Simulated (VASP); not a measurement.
# Ge (I4_1/amd) in VASP: relaxation of the atoms with PBEsol

Aim: the relaxation of the atoms of Ge with PBEsol.

Program: VASP 6.6.1. These are calculated values, not measurements. Logs are shortened: lines on timing, memory, paths and dates and some standing lists are left out, and cuts for length are marked.

## Step 1: The cell of the first run

Symmetry: I4_1/amd, No. 141, tetragonal system. Conventional cell: a = 4.053 Å, b = 4.053 Å, c = 5.635 Å, α = 90.00°, β = 90.00°, γ = 90.00°. Within 3.3 Å of Ge (site symmetry -4m2) lie 4 Ge at 2.47 Å.

## Step 2: Relaxation of the atoms, PBEsol (strained cell)

File INCAR:

```
PREC = Accurate
ENCUT = 520
EDIFF = 1E-6
ISMEAR = 0
SIGMA = 0.1
LREAL = F
LASPH = T
NELM = 100
ALGO = Normal
ISIF = 2
LWAVE = F
LCHARG = F
GGA = PS
IBRION = 2
NSW = 60
EDIFFG = -0.002
```

File KPOINTS:

```
regular mesh
0
Gamma
  10 10 10
```

File POSCAR:

```
Ge
1.0
    0.0000000000      2.8662440442      2.8174151288
    2.8662440442      0.0000000000      2.8174151288
    2.8662440442      2.8662440442      0.0000000000
Ge
2
Direct
    0.0000000000      0.0000000000      0.0000000000
    0.2500000000      0.2500000000      0.2500000000
```

Potentials or basis: VASP PAW PBE potentials, release 64 (Ge_d).

The run is started by

```
> cat potpaw_PBE.64/Ge_d/POTCAR > POTCAR
> mpirun -np 1 vasp_std > vasp.out
```

OUTCAR:

```text
PREC = Accurate
   ENCUT = 520
   EDIFF = 1E-6
   ISMEAR = 0
   LREAL = F
   LASPH = T
   NELM = 100
   ISIF = 2
   GGA = PS
   IBRION = 2
   NSW = 60
   EDIFFG = -0.002

 ion  position               nearest neighbor table
   1  0.000  0.000  0.000-   2 2.47   2 2.47   2 2.47   2 2.47
   2  0.250  0.250  0.250-   1 2.47   1 2.47   1 2.47   1 2.47

  LATTYP: Found a body centered tetragonal cell.
 ALAT       =     4.0534812004
 C/A-ratio  =     1.3901212264

  Lattice vectors:

 A1 = (   0.0000000000,  -2.8662440442,  -2.8174151288)
 A2 = (   0.0000000000,   2.8662440442,  -2.8174151288)
 A3 = (   2.8662440442,   0.0000000000,   2.8174151288)

Analysis of symmetry for initial positions (statically):
=====================================================================
 Subroutine PRICEL returns:
 Original cell was already a primitive cell.

 Routine SETGRP: Setting up the symmetry group for a
 body centered tetragonal supercell.

 Subroutine GETGRP returns: Found 16 space group operations
 (whereof  8 operations were pure point group operations)
 out of a pool of 16 trial point group operations.

The static configuration has the point symmetry D_2d.
 The point group associated with its full space group is D_4h.

Analysis of symmetry for dynamics (positions and initial velocities):
=====================================================================
 Subroutine PRICEL returns:
 Original cell was already a primitive cell.

 Routine SETGRP: Setting up the symmetry group for a
 body centered tetragonal supercell.

 Subroutine GETGRP returns: Found 16 space group operations
 (whereof  8 operations were pure point group operations)
 out of a pool of 16 trial point group operations.

The dynamic configuration has the point symmetry D_2d.
 The point group associated with its full space group is D_4h.

 Subroutine INISYM returns: Found 16 space group operations
 (whereof  8 operations are pure point group operations),
 and found     1 'primitive' translations

----------------------------------------------------------------------------------------

                                     Primitive cell

  volume of cell :      46.2921

  direct lattice vectors                    reciprocal lattice vectors
     0.000000000  2.866244044  2.817415129    -0.174444322  0.174444322  0.177467635
     2.866244044  0.000000000  2.817415129     0.174444322 -0.174444322  0.177467635
     2.866244044  2.866244044  0.000000000     0.174444322  0.174444322 -0.177467635

  length of vectors
     4.019102254  4.019102254  4.053481200     0.303901966  0.303901966  0.303901966

  position of ions in fractional coordinates (direct lattice)
     0.000000000  0.000000000  0.000000000
     0.250000000  0.250000000  0.250000000

  ion indices of the primitive-cell ions
   primitive index   ion index
                 1           1
                 2           2

----------------------------------------------------------------------------------------

 KPOINTS: regular mesh

Automatic generation of k-mesh.
 Grid dimensions read from file:
 generate k-points for:   10   10   10

 Generating k-lattice:

  Cartesian coordinates                     Fractional coordinates (reciprocal lattice)
    -0.017444432  0.017444432  0.017746764     0.100000000 -0.000000000  0.000000000
     0.017444432 -0.017444432  0.017746764    -0.000000000  0.100000000  0.000000000
     0.017444432  0.017444432 -0.017746764     0.000000000  0.000000000  0.100000000

  Length of vectors
     0.030390197  0.030390197  0.030390197

  Shift w.r.t. Gamma in fractional coordinates (k-lattice)
     0.000000000  0.000000000  0.000000000

 Subroutine IBZKPT returns following result:
 ===========================================

 Found    102 irreducible k-points:

 Following reciprocal coordinates:
            Coordinates               Weight
  0.000000  0.000000  0.000000      1.000000
  0.100000  0.000000  0.000000      8.000000
  0.200000  0.000000  0.000000      8.000000
  0.300000 -0.000000  0.000000      8.000000
  0.400000 -0.000000  0.000000      8.000000
  0.500000  0.000000  0.000000      4.000000
[... 16 lines left out ...]
  0.300000  0.300000  0.000000      2.000000
  0.400000  0.300000  0.000000      8.000000
 [... further k-points ...]
   k-points           NKPTS =    102   k-points in BZ     NKDIM =    102   number of bands    NBANDS=     18
   number of dos      NEDOS =    301   number of ions     NIONS =      2
   total plane-waves  NPLWV =  27000
   dimension x,y,z NGX =    30 NGY =   30 NGZ =   30
   dimension x,y,z NGXF=    60 NGYF=   60 NGZF=   60
   ions per type =               2
   NGX,Y,Z   is equivalent  to a cutoff of  12.41, 12.41, 12.30 a.u.
   NGXF,Y,Z  is equivalent  to a cutoff of  24.82, 24.82, 24.61 a.u.
 SYSTEM =  unknown system
   PREC   = accura    normal or accurate (medium, high low for compatibility)
   ISTART =      0    job   : 0-new  1-cont  2-samecut
   ICHARG =      2    charge: 1-file 2-atom 10-const
   ISPIN  =      1    spin polarized calculation?
   LNONCOLLINEAR =      F non collinear calculations
   LSORBIT =      F    spin-orbit coupling
   LASPH  =      T    aspherical Exc in radial PAW
   ENCUT  =  520.0 eV  38.22 Ry    6.18 a.u.   7.47  7.47  7.54*2*pi/ulx,y,z
   NELM   =    100;   NELMIN=  2; NELMDL= -5     # of ELM steps
   EDIFF  = 0.1E-05   stopping-criterion for ELM
   LREAL  =      F    real-space projection
   EDIFFG = -.2E-02   stopping-criterion for IOM
   NSW    =     60    number of steps for IOM
   IBRION =      2    ionic relax: 0-MD 1-quasi-New 2-CG
   NFREE  =      1    steps in history (QN), initial steepest desc. (CG)
   ISIF   =      2    stress and relaxation
   ISYM   =      2    0-nonsym 1-usesym 2-fastsym
   POTIM  = 0.5000    time-step for ionic-motion
   TEBEG  =    0.0;   TEEND  =   0.0 temperature during run
   PSTRESS=    0.0 pullay stress
   NELECT =      28.0000    total number of electrons
   NUPDOWN=      -1.0000    fix difference up-down
   EMIN   =  10.00;   EMAX   =-10.00  energy-range for DOS
   EFERMI =   0.00;   METHOD = LEGACY
   ISMEAR =     0;   SIGMA  =   0.10  broadening in eV -4-tet -1-fermi 0-gaus
   EFERMI_NEDOS =   21; number of points for ismear=-14 and -15
   IALGO  =     38    algorithm
   IMIX   =      4    mixing-type and parameters
     AMIX     =   0.40;   BMIX     =  1.00
     AMIX_MAG =   1.60;   BMIX_MAG =  1.00
  volume/ion in A,a.u.               =      23.15       156.20
  Fermi-wavevector in a.u.,A,eV,Ry     =   1.384496  2.616319 26.080054  1.916830
  Thomas-Fermi vector in A             =   2.508995
   LORBIT       =      0    0 simple, 1 ext, 2 COOP (PROOUT), +10 PAW based schemes
   GGA     = PS    functional components
   LHFCALC =     F    Hartree Fock is set to
   AEXX    =    0.0000 exact exchange contribution
   IVDW    =     0    specifies the selected vdW correction
   LEPSILON=     F    determine dielectric tensor
   LRPA    =     F    only Hartree local field effects (RPA)
 conjugate gradient relaxation of ions
 non-spin polarized calculation
 Gauss-broadening in eV      SIGMA  =   0.10
  energy-cutoff  :      520.00
  volume of cell :       46.29
 maximum number of plane-waves:      1271
 NGX is ok and might be reduce to    30
   NGX = 15   NGY = 15   NGZ = 15

 number of electron      28.0000008 magnetization

 Free energy of the ion-electron system (eV)
  ---------------------------------------------------
  ext. energy  EPLUGINS =         0.00000000
  ---------------------------------------------------
  free energy    TOTEN  =        -9.86789581 eV

  energy without entropy =       -9.86753620  energy(sigma->0) =       -9.86771600

 E-fermi :   4.6308     XC(G=0): -10.0241

 val. band max:        4.6061268020   @ k =   0.0000   0.0000   0.0000
 cond. band min:       4.6997732926   @ k =   0.5000   0.0000   0.0000
 fundamental gap:      0.0936464906
 Fermi energy:         4.6308302827

 k-point     1 :       0.0000    0.0000    0.0000
  band No.  band energies     occupation
      1     -20.0868      2.00000
      2     -20.0829      2.00000
      3     -20.0829      2.00000
      4     -20.0499      2.00000
      5     -20.0487      2.00000
      6     -19.8515      2.00000
[... 10 lines left out ...]
     17       7.2000      0.00000
     18       7.2000      0.00000

 k-point     2 :       0.1000    0.0000    0.0000
  band No.  band energies     occupation
      1     -20.0911      2.00000
      2     -20.0883      2.00000
      3     -20.0824      2.00000
      4     -20.0423      2.00000
      5     -20.0414      2.00000
      6     -19.8588      2.00000
[... 10 lines left out ...]
     17       7.4972      0.00000
     18       7.7194      0.00000

 k-point     3 :       0.2000    0.0000    0.0000
  band No.  band energies     occupation
      1     -20.0996      2.00000
      2     -20.0966      2.00000
      3     -20.0785      2.00000
      4     -20.0287      2.00000
      5     -20.0281      2.00000
      6     -19.8708      2.00000
[... 10 lines left out ...]
     17       8.0324      0.00000
     18       9.2280      0.00000

 k-point     4 :       0.3000   -0.0000    0.0000
  band No.  band energies     occupation
      1     -20.1057      2.00000
      2     -20.1021      2.00000
      3     -20.0734      2.00000
      4     -20.0174      2.00000
      5     -20.0172      2.00000
      6     -19.8796      2.00000
[... 375 lines left out ...]
      4     -20.0175      2.00000
      5     -19.9965      2.00000
      6     -19.9002      2.00000
[... 10 lines left out ...]
     17       8.8732      0.00000
     18       9.6646      0.00000

 k-point    23 :       0.3000    0.3000    0.0000
  band No.  band energies     occupation
      1     -20.1040      2.00000
      2     -20.1040      2.00000
      3     -20.0824      2.00000
      4     -20.0038      2.00000
      5     -19.9679      2.00000
      6     -19.9496      2.00000
[... 10 lines left out ...]
     17      11.2557      0.00000
     18      11.2557      0.00000

 k-point    24 :       0.4000    0.3000    0.0000
  band No.  band energies     occupation
      1     -20.1142      2.00000
      2     -20.1082      2.00000
      3     -20.0658      2.00000
      4     -19.9892      2.00000
      5     -19.9662      2.00000
      6     -19.9519      2.00000
[... 10 lines left out ...]
     17      11.2072      0.00000
     18      11.7334      0.00000

 [... further k-points ...]

------------------------ aborting loop because EDIFF is reached ----------------------------------------

  FORCE on cell =-STRESS in cart. coord.  units (eV):
  Direction    XX          YY          ZZ          XY          YZ          ZX
  --------------------------------------------------------------------------------------
  -------------------------------------------------------------------------------------
  Total       -0.3741355     -0.3741355     -0.0391068      0.0000000      0.0000000      0.0000000
  in kB      -12.9488844    -12.9488844     -1.3534932      0.0000000      0.0000000      0.0000000
  external PRESSURE =      -9.0837540 kB  Pullay stress =       0.0000000 kB

 VOLUME and BASIS-vectors are now :
 -----------------------------------------------------------------------------
  energy-cutoff  :      520.00
  volume of cell :       46.29
      direct lattice vectors                 reciprocal lattice vectors
     0.000000000  2.866244044  2.817415129    -0.174444322  0.174444322  0.177467635
     2.866244044  0.000000000  2.817415129     0.174444322 -0.174444322  0.177467635
     2.866244044  2.866244044  0.000000000     0.174444322  0.174444322 -0.177467635

 POSITION                                       TOTAL-FORCE (eV/Angst)
 -----------------------------------------------------------------------------------
      0.00000      0.00000      0.00000         0.000000      0.000000     -0.000000
      1.43312      1.43312      1.40871        -0.000000     -0.000000      0.000000
 -----------------------------------------------------------------------------------
    total drift:                                0.000000     -0.000000      0.000000

  FREE ENERGIE OF THE ION-ELECTRON SYSTEM (eV)
  ---------------------------------------------------
  free  energy   TOTEN  =        -9.8678958094 eV

  energy  without entropy=       -9.8675361951  energy(sigma->0) =       -9.86771600

 reached required accuracy - stopping structural energy minimisation
```

It took 2.5 min on 1 thread of Intel Xeon 8259CL, shared host; peak memory 0.21 GiB.

Results:

```yaml
Free_energy: -9.8679 eV
Pressure_after_relaxing: -0.9 GPa
Band_gap_on_the_k_mesh: 0.09 eV (least direct gap 0.13 eV)
```

Final structure:
```
Ge
1.0
     0.00000    2.86624    2.81742
     2.86624    0.00000    2.81742
     2.86624    2.86624    0.00000
Ge
2
Direct
  0.00000 0.00000 0.00000
  0.25000 0.25000 0.25000
```

Caveat: the cell differs from its parent crystal (strained cell); semilocal functionals underestimate gaps, and a narrow one can read as zero; the PAW data sets were made with another functional, which shifts forces and pressure a little. A k mesh can miss the band edges.
